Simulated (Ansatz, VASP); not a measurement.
One calculation of BaTiO3, two programs

File INCAR:

```
  PREC = Accurate
  ENCUT = 520
  EDIFF = 1E-8
  ISMEAR = -1
  SIGMA = 0.08
  LREAL = False
  LASPH = True
  NELM = 80
  ALGO = Normal
  ISIF = 2
  LWAVE = False
  LCHARG = False
  GGA = PE
  LEFG = True
  NBANDS = 28
```

The input KPOINTS:

```
regular mesh
0
Gamma
  7 7 7
```

File POSCAR:

```
BaTiO3
1.0
    3.9998000000      0.0000000000      0.0000000000
    0.0000000000      3.9998000000      0.0000000000
    0.0000000000      0.0000000000      4.0581800000
Ba Ti O
1 1 3
Direct
    0.0000000000      0.0000000000      0.0000000000
    0.5000000000      0.5000000000      0.4820000000
    0.5000000000      0.5000000000      0.0160000000
    0.5000000000      0.0000000000      0.5150000000
    0.0000000000      0.5000000000      0.5150000000
```

Input for Ansatz:

```yaml
crystal:
  lattice:
    - [3.9998, 0.0, 0.0]
    - [0.0, 3.9998, 0.0]
    - [0.0, 0.0, 4.05818]
  atoms:
    - { symbol: Ba, position: [0.0, 0.0, 0.0] }
    - { symbol: Ti, position: [0.5, 0.5, 0.482] }
    - { symbol: O, position: [0.5, 0.5, 0.016] }
    - { symbol: O, position: [0.5, 0.0, 0.515] }
    - { symbol: O, position: [0.0, 0.5, 0.515] }
kpoints:
  mp_grid: { grid: [7, 7, 7] }
scf:
  occupations: { method: fermi_dirac, width: 0.08 }
hamiltonian:
  xc: pbe
  pseudopotentials: { kind: all_electron, datasets: crystal }
output:
  forces: true
  stress: true
  eigenvalues: true
  efg: { contact_densities: true }
```

Change from the starting cell: zz strain of +1 %, crystal datasets.

Alike in both runs: task electric field gradients; functional PBE; k mesh 7 × 7 × 7; occupations fermi-dirac, width 0.08 eV; no spin polarisation.

|  | VASP | Ansatz |
| --- | --- | --- |
| version | VASP 6.6.1 | Ansatz 0.2.0 |
| potentials or method | VASP PAW PBE potentials, release 64 (Ba_sv, Ti_sv, O), cutoff 520 eV | all-electron PAW with datasets made for the crystal, scalar-relativistic |

|  | VASP | Ansatz | Ansatz less VASP |
| --- | --- | --- | --- |
| pressure (GPa) | 2.7 | 1.0 | -1.71 |
| traceless stress, the component that is largest in VASP (GPa) | -0.26 | -0.28 | -0.023 |
| rms of the force components (eV/Å) | 0.138 | 0.148 | +0.0107 |
| size of Vzz on the site where it differs most (V/Å²) | 6.1 | 6.6 | +0.47 |

Atom by atom the forces differ by 0.017 eV/Å (rms over components). Ansatz ran all-electron here, and VASP with PAW potentials.

Spin-orbit coupling is off throughout.
